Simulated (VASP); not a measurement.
# Cr2O3 (R-3c) in VASP: single point with PBEsol

Aim: the single point of Cr2O3 with PBEsol.

All numbers are computed with VASP 6.6.1; they aren't measurements. Logs are shortened: lines on timing, memory, paths and dates and some standing lists are left out, and cuts for length are marked.

### 1 The cell of the first run

It takes space group R-3c (No. 167, trigonal). Conventional cell: a = 4.957 Å, b = 4.957 Å, c = 13.592 Å, α = 90.00°, β = 90.00°, γ = 120.00°. Cr (site symmetry 3) has 6 O at 1.96 to 2.01 Å and 1 Cr at 2.65 Å within 2.7 Å. O (site symmetry 2) has 4 Cr at 1.96 to 2.01 Å and 12 O at 2.63 to 2.99 Å within 3.0 Å.

### 2 Single point, PBEsol

INCAR

```
SYSTEM = Cr2O3
PREC = Accurate
ENCUT = 520
EDIFF = 1E-6
ISMEAR = -1
SIGMA = 0.05
LREAL = .False.
LASPH = .True.
NELM = 80
ALGO = Normal
ISIF = 2
LWAVE = .False.
LCHARG = .False.
GGA = PS
NBANDS = 53
```

KPOINTS

```
Automatic mesh
0
Gamma
  7 7 7
  0 0 0
```

POSCAR

```
Cr2O3
1.0
    2.4785000000      1.4309626422      4.5307666667
   -2.4785000000      1.4309626422      4.5307666667
    0.0000000000     -2.8619252844      4.5307666667
Cr O
4 6
Direct
    0.3474800000      0.3474800000      0.3474800000
    0.1525200000      0.1525200000      0.1525200000
    0.6525200000      0.6525200000      0.6525200000
    0.8474800000      0.8474800000      0.8474800000
    0.5558000000      0.2500000000      0.9442000000
    0.2500000000      0.9442000000      0.5558000000
    0.9442000000      0.5558000000      0.2500000000
    0.4442000000      0.7500000000      0.0558000000
    0.7500000000      0.0558000000      0.4442000000
    0.0558000000      0.4442000000      0.7500000000
```

Potentials or basis: VASP PAW PBE potentials, release 64 (Cr_pv, O).

Launch:

```
cat potpaw_PBE.64/Cr_pv/POTCAR potpaw_PBE.64/O/POTCAR > POTCAR
mpirun -np 1 vasp_std > vasp.out
```

OUTCAR:

```text
SYSTEM = Cr2O3
   PREC = Accurate
   ENCUT = 520
   EDIFF = 1E-6
   ISMEAR = -1
   LREAL = .False.
   LASPH = .True.
   NELM = 80
   ISIF = 2
   GGA = PS

 ion  position               nearest neighbor table
   1  0.347  0.347  0.347-   9 1.96  10 1.96   8 1.96   7 2.01   5 2.01   6 2.01   2 2.65   3 2.89
                             3 2.89   3 2.89
   2  0.153  0.153  0.153-   8 1.96  10 1.96   9 1.96   7 2.01   5 2.01   6 2.01   1 2.65   4 2.89
                             4 2.89   4 2.89
   3  0.653  0.653  0.653-   6 1.96   7 1.96   5 1.96  10 2.01   9 2.01   8 2.01   4 2.65   1 2.89
                             1 2.89   1 2.89
   4  0.847  0.847  0.847-   5 1.96   7 1.96   6 1.96  10 2.01   9 2.01   8 2.01   3 2.65   2 2.89
                             2 2.89   2 2.89
   5  0.556  0.250  0.944-   4 1.96   3 1.96   1 2.01   2 2.01
   6  0.250  0.944  0.556-   3 1.96   4 1.96   1 2.01   2 2.01
   7  0.944  0.556  0.250-   3 1.96   4 1.96   1 2.01   2 2.01
   8  0.444  0.750  0.056-   2 1.96   1 1.96   3 2.01   4 2.01
   9  0.750  0.056  0.444-   1 1.96   2 1.96   3 2.01   4 2.01
  10  0.056  0.444  0.750-   1 1.96   2 1.96   3 2.01   4 2.01

  LATTYP: Found a trigonal (rhomboedric) cell.
 ALAT       =     5.3589609927
 COS(alpha) =     0.5721942176

  Lattice vectors:

 A1 = (   2.4785000000,   1.4309626422,   4.5307666667)
 A2 = (  -2.4785000000,   1.4309626422,   4.5307666667)
 A3 = (   0.0000000000,  -2.8619252844,   4.5307666667)

Analysis of symmetry for initial positions (statically):
=====================================================================
 Subroutine PRICEL returns:
 Original cell was already a primitive cell.

 Routine SETGRP: Setting up the symmetry group for a
 trigonal (rhombohedral) supercell.

 Subroutine GETGRP returns: Found 12 space group operations
 (whereof  6 operations were pure point group operations)
 out of a pool of 12 trial point group operations.

The static configuration has the point symmetry S_6 .
 The point group associated with its full space group is D_3d.

Analysis of symmetry for dynamics (positions and initial velocities):
=====================================================================
 Subroutine PRICEL returns:
 Original cell was already a primitive cell.

 Routine SETGRP: Setting up the symmetry group for a
 trigonal (rhombohedral) supercell.

 Subroutine GETGRP returns: Found 12 space group operations
 (whereof  6 operations were pure point group operations)
 out of a pool of 12 trial point group operations.

The dynamic configuration has the point symmetry S_6 .
 The point group associated with its full space group is D_3d.

 Subroutine INISYM returns: Found 12 space group operations
 (whereof  6 operations are pure point group operations),
 and found     1 'primitive' translations

----------------------------------------------------------------------------------------

                                     Primitive cell

  volume of cell :      96.4140

  direct lattice vectors                    reciprocal lattice vectors
     2.478500000  1.430962642  4.530766667     0.201734920  0.116471711  0.073571066
    -2.478500000  1.430962642  4.530766667    -0.201734920  0.116471711  0.073571066
     0.000000000 -2.861925284  4.530766667     0.000000000 -0.232943421  0.073571066

  length of vectors
     5.358960993  5.358960993  5.358960993     0.244285364  0.244285364  0.244285364

  position of ions in fractional coordinates (direct lattice)
     0.347480000  0.347480000  0.347480000
     0.152520000  0.152520000  0.152520000
     0.652520000  0.652520000  0.652520000
     0.847480000  0.847480000  0.847480000
     0.555800000  0.250000000  0.944200000
     0.250000000  0.944200000  0.555800000
     0.944200000  0.555800000  0.250000000
     0.444200000  0.750000000  0.055800000
     0.750000000  0.055800000  0.444200000
     0.055800000  0.444200000  0.750000000

  ion indices of the primitive-cell ions
   primitive index   ion index
                 1           1
                 2           2
                 3           3
                 4           4
                 5           5
                 6           6
                 7           7
                 8           8
                 9           9
                10          10

----------------------------------------------------------------------------------------

 KPOINTS: Automatic mesh

Automatic generation of k-mesh.
 Grid dimensions read from file:
 generate k-points for:    7    7    7

 Generating k-lattice:

  Cartesian coordinates                     Fractional coordinates (reciprocal lattice)
     0.028819274  0.016638816  0.010510152     0.142857143  0.000000000  0.000000000
    -0.028819274  0.016638816  0.010510152     0.000000000  0.142857143  0.000000000
     0.000000000 -0.033277632  0.010510152     0.000000000  0.000000000  0.142857143

  Length of vectors
     0.034897909  0.034897909  0.034897909

  Shift w.r.t. Gamma in fractional coordinates (k-lattice)
     0.000000000  0.000000000  0.000000000

 Subroutine IBZKPT returns following result:
 ===========================================

 Found     44 irreducible k-points:

 Following reciprocal coordinates:
            Coordinates               Weight
  0.000000  0.000000  0.000000      1.000000
  0.142857 -0.000000  0.000000      6.000000
  0.285714  0.000000  0.000000      6.000000
  0.428571  0.000000  0.000000      6.000000
  0.142857  0.142857  0.000000      6.000000
  0.285714  0.142857 -0.000000     12.000000
[... 16 lines left out ...]
  0.285714  0.285714  0.142857      6.000000
  0.428571  0.285714  0.142857     12.000000
 [... further k-points ...]
   k-points           NKPTS =     44   k-points in BZ     NKDIM =     44   number of bands    NBANDS=     53
   number of dos      NEDOS =    301   number of ions     NIONS =     10
   total plane-waves  NPLWV =  64000
   dimension x,y,z NGX =    40 NGY =   40 NGZ =   40
   dimension x,y,z NGXF=    80 NGYF=   80 NGZF=   80
   ions per type =               4   6
   NGX,Y,Z   is equivalent  to a cutoff of  12.41, 12.41, 12.41 a.u.
   NGXF,Y,Z  is equivalent  to a cutoff of  24.82, 24.82, 24.82 a.u.
 SYSTEM =  Cr2O3
   PREC   = accura    normal or accurate (medium, high low for compatibility)
   ISTART =      0    job   : 0-new  1-cont  2-samecut
   ICHARG =      2    charge: 1-file 2-atom 10-const
   ISPIN  =      1    spin polarized calculation?
   LNONCOLLINEAR =      F non collinear calculations
   LSORBIT =      F    spin-orbit coupling
   LASPH  =      T    aspherical Exc in radial PAW
   ENCUT  =  520.0 eV  38.22 Ry    6.18 a.u.   9.96  9.96  9.96*2*pi/ulx,y,z
   NELM   =     80;   NELMIN=  2; NELMDL= -5     # of ELM steps
   EDIFF  = 0.1E-05   stopping-criterion for ELM
   LREAL  =      F    real-space projection
   EDIFFG = 0.1E-04   stopping-criterion for IOM
   NSW    =      0    number of steps for IOM
   IBRION =     -1    ionic relax: 0-MD 1-quasi-New 2-CG
   NFREE  =      0    steps in history (QN), initial steepest desc. (CG)
   ISIF   =      2    stress and relaxation
   ISYM   =      2    0-nonsym 1-usesym 2-fastsym
   POTIM  = 0.5000    time-step for ionic-motion
   TEBEG  =    0.0;   TEEND  =   0.0 temperature during run
   PSTRESS=    0.0 pullay stress
   NELECT =      84.0000    total number of electrons
   NUPDOWN=      -1.0000    fix difference up-down
   EMIN   =  10.00;   EMAX   =-10.00  energy-range for DOS
   EFERMI =   0.00;   METHOD = LEGACY
   ISMEAR =    -1;   SIGMA  =   0.05  broadening in eV -4-tet -1-fermi 0-gaus
   EFERMI_NEDOS =   21; number of points for ismear=-14 and -15
   IALGO  =     38    algorithm
   IMIX   =      4    mixing-type and parameters
     AMIX     =   0.40;   BMIX     =  1.00
     AMIX_MAG =   1.60;   BMIX_MAG =  1.00
  volume/ion in A,a.u.               =       9.64        65.06
  Fermi-wavevector in a.u.,A,eV,Ry     =   1.563584  2.954745 33.263452  2.444795
  Thomas-Fermi vector in A             =   2.666334
   LORBIT       =      0    0 simple, 1 ext, 2 COOP (PROOUT), +10 PAW based schemes
   GGA     = PS    functional components
   LHFCALC =     F    Hartree Fock is set to
   AEXX    =    0.0000 exact exchange contribution
   IVDW    =     0    specifies the selected vdW correction
   LEPSILON=     F    determine dielectric tensor
   LRPA    =     F    only Hartree local field effects (RPA)
 non-spin polarized calculation
  energy-cutoff  :      520.00
  volume of cell :       96.41
 maximum number of plane-waves:      2612
   NGX = 19   NGY = 19   NGZ = 19

 number of electron      83.9999994 magnetization

 Free energy of the ion-electron system (eV)
  ---------------------------------------------------
  ext. energy  EPLUGINS =         0.00000000
  ---------------------------------------------------
  free energy    TOTEN  =       -88.36996280 eV

  energy without entropy =      -88.24938029  energy(sigma->0) =      -88.30967155

 E-fermi :   7.4657     XC(G=0): -12.4611

 val. band max:        7.4630008546   @ k =   0.4286   0.0000   0.0000
 cond. band min:       7.4681188154   @ k =  -0.4286   0.4286   0.1429
 fundamental gap:      0.0051179608
 Fermi energy:         7.4657027967

 k-point     1 :       0.0000    0.0000    0.0000
  band No.  band energies     occupation
      1     -36.4786      2.00000
      2     -36.4231      2.00000
      3     -36.3520      2.00000
      4     -36.3520      2.00000
      5     -36.3202      2.00000
      6     -36.3202      2.00000
[... 45 lines left out ...]
     52       9.1023      0.00000
     53      10.5683      0.00000

 k-point     2 :       0.1429   -0.0000    0.0000
  band No.  band energies     occupation
      1     -36.4758      2.00000
      2     -36.4251      2.00000
      3     -36.3519      2.00000
      4     -36.3497      2.00000
      5     -36.3239      2.00000
      6     -36.3146      2.00000
[... 1224 lines left out ...]
 k-point    24 :       0.4286    0.2857    0.1429
  band No.  band energies     occupation
      1     -36.4598      2.00000
      2     -36.4305      2.00000
      3     -36.3614      2.00000
      4     -36.3423      2.00000
      5     -36.3247      2.00000
      6     -36.3064      2.00000
[... 45 lines left out ...]
     52       9.6482      0.00000
     53       9.7591      0.00000

 [... further k-points ...]

------------------------ aborting loop because EDIFF is reached ----------------------------------------

  FORCE on cell =-STRESS in cart. coord.  units (eV):
  Direction    XX          YY          ZZ          XY          YZ          ZX
  --------------------------------------------------------------------------------------
  -------------------------------------------------------------------------------------
  Total      -13.6374333    -13.6374333     -6.2195579      0.0000000      0.0000000      0.0000000
  in kB     -226.6225161   -226.6225161   -103.3546284      0.0000000      0.0000000      0.0000000
  external PRESSURE =    -185.5332202 kB  Pullay stress =       0.0000000 kB

 VOLUME and BASIS-vectors are now :
 -----------------------------------------------------------------------------
  energy-cutoff  :      520.00
  volume of cell :       96.41
      direct lattice vectors                 reciprocal lattice vectors
     2.478500000  1.430962642  4.530766667     0.201734920  0.116471711  0.073571066
    -2.478500000  1.430962642  4.530766667    -0.201734920  0.116471711  0.073571066
     0.000000000 -2.861925284  4.530766667     0.000000000 -0.232943421  0.073571066

 POSITION                                       TOTAL-FORCE (eV/Angst)
 -----------------------------------------------------------------------------------
      0.00000      0.00000      4.72305         0.000000     -0.000000     -0.842719
      0.00000      0.00000      2.07310         0.000000     -0.000000      0.842719
      0.00000      0.00000      8.86925         0.000000     -0.000000      0.842719
      0.00000      0.00000     11.51920         0.000000     -0.000000     -0.842719
      0.75793     -1.54916      7.92884         0.574070      0.994318     -0.000000
     -1.72057      0.11820      7.92884         0.574070     -0.994318     -0.000000
      0.96265      1.43096      7.92884        -1.148140     -0.000000     -0.000000
     -0.75793      1.54916      5.66346        -0.574070     -0.994318     -0.000000
      1.72057     -0.11820      5.66346        -0.574070      0.994318     -0.000000
     -0.96265     -1.43096      5.66346         1.148140     -0.000000     -0.000000
 -----------------------------------------------------------------------------------
    total drift:                                0.000000     -0.000000      0.000000

  FREE ENERGIE OF THE ION-ELECTRON SYSTEM (eV)
  ---------------------------------------------------
  free  energy   TOTEN  =       -88.3699628031 eV

  energy  without entropy=      -88.2493802913  energy(sigma->0) =      -88.30967155
```

Run time: 8.4 min. Hardware: 1 thread of AMD EPYC 7R13, shared host; peak memory 0.3 GiB.

Results:

```
Free energy            : -88.3700 eV
Pressure               : -18.6 GPa
Largest force          : 1.148 eV/Å
Band gap on the k mesh : zero (bands 42 and 43 overlap by 0.30 eV)
```

Forces in eV/Å, atoms in the order of the input:
```
Cr   0.000  0.000 -0.843
Cr   0.000  0.000  0.843
Cr   0.000  0.000  0.843
Cr   0.000  0.000 -0.843
O    0.574  0.994  0.000
O    0.574 -0.994  0.000
O   -1.148  0.000  0.000
O   -0.574 -0.994  0.000
O   -0.574  0.994  0.000
O    1.148  0.000  0.000
```

Stress tensor (GPa, compression positive):
```
-22.66   0.00   0.00
  0.00 -22.66   0.00
  0.00   0.00 -10.34
```

Levels at points of the mesh, in eV from the Fermi level:
| k point | band 39 | band 40 | band 41 | band 42 | band 43 | band 44 | band 45 | band 46 |
| --- | --- | --- | --- | --- | --- | --- | --- | --- |
| (0.00, 0.00, 0.00) | -0.75 | -0.30 | -0.30 | -0.25 | -0.24 | -0.24 | 0.52 | 0.52 |

Caveat: the cell stands under tension; the PAW data sets were made with another functional, which shifts forces and pressure a little; the run has no spin polarisation, though such a crystal can be magnetic; semilocal functionals often make such compounds metallic where correlation or magnetic order opens a gap, which also shifts bond lengths.
